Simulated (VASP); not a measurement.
**HfC: single point with PBEsol**

HfC:

```
Hf C
1.0
     0.00000    2.32500    2.32500
     2.32500    0.00000    2.32500
     2.32500    2.32500    0.00000
Hf C
1 1
Direct
  0.50000 0.50000 0.50000
  0.00000 0.00000 0.00000
```

- Program: VASP 6.6.1
- Task: single point
- Functional: PBEsol
- Potentials or basis: VASP PAW PBE potentials, release 64 (Hf_pv, C)
- Cutoff: 520 eV
- k mesh: 10 × 10 × 10
- Occupations: gaussian, width 0.05 eV
- Spin: no spin polarisation
- Dipole correction: no
- Further INCAR settings: ALGO = Normal; EDIFF = 1e-06; NBANDS = 14

The pressure is -7.0 GPa and the band gap on the k mesh is zero (band 7 reaches 6.83 eV, above the bottom of band 8 at 5.41 eV).

Levels at points of the mesh, in eV from the Fermi level:
| k point | band 4 | band 5 | band 6 | band 7 | band 8 | band 9 | band 10 | band 11 |
| --- | --- | --- | --- | --- | --- | --- | --- | --- |
| (0.00, 0.00, 0.00) | -12.32 | 1.00 | 1.00 | 1.00 | 1.31 | 1.31 | 1.31 | 3.33 |
| (0.50, 0.00, 0.00) | -8.52 | -6.21 | -3.02 | -3.02 | 5.26 | 5.26 | 5.73 | 6.48 |
| (0.50, 0.50, 0.00) | -10.39 | -2.62 | -1.86 | -0.11 | -0.11 | 5.27 | 6.69 | 6.69 |

It took 17 s on 1 thread of AMD EPYC 7R43 64-Core Processor (Zen 3) (shared host), peak memory 0.11 GiB.

Caveat: the PAW data sets were made with another functional, which shifts forces and pressure a little; spin-orbit coupling is left out, which moves the levels of the heavy elements.
